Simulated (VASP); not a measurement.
Here is a VASP 6.6.1 calculation.

The input POSCAR:

```
Ge
1.0
    2.3882511898      0.0000000000      0.0000000000
    0.0000000000      2.3882511898      0.0000000000
    0.0000000000      0.0000000000      2.3882511898
Ge
1
Direct
    0.0000000000      0.0000000000      0.0000000000
```

File INCAR.step1:

```
SYSTEM = Ge
ALGO = Normal ; EDIFF = 1E-4
ENCUT = 520 ; GGA = PE
ISMEAR = 1 ; LASPH = .True.
LCHARG = .False. ; LREAL = .False.
LWAVE = .True. ; NBANDS = 13
NELM = 80 ; PREC = Accurate
SIGMA = 0.05
```

INCAR.step2

```
SYSTEM = Ge
ALGO = Normal ; EDIFF = 1E-7
ENCUT = 520 ; ISIF = 2
ISMEAR = 1 ; ISTART = 1
LASPH = .True. ; LCHARG = .True.
LELF = .True. ; LMIXTAU = .True.
LREAL = .False. ; LVHAR = .True.
LWAVE = .False. ; METAGGA = R2SCAN
NBANDS = 13 ; NELM = 80
PREC = Accurate ; SIGMA = 0.05
```

The input KPOINTS:

```
k-points
0
Gamma
  8 8 8
  0 0 0
```

Potentials or basis: VASP PAW PBE potentials, release 64 (Ge_d).

Run with:

```console
$ cat potpaw_PBE.64/Ge_d/POTCAR > POTCAR
$ cp INCAR.step1 INCAR
$ mpirun -np 1 vasp_std > vasp.out
$ cp INCAR.step2 INCAR
$ mpirun -np 1 vasp_std > vasp.out
```

What does it give for the band gap on the k mesh?

Zero (band 7 reaches 19.79 eV, above the bottom of band 8 at 6.38 eV).

Estimate the pressure.

60.0 GPa.

Caveat: the PAW data sets were made with another functional, which shifts forces and pressure a little.
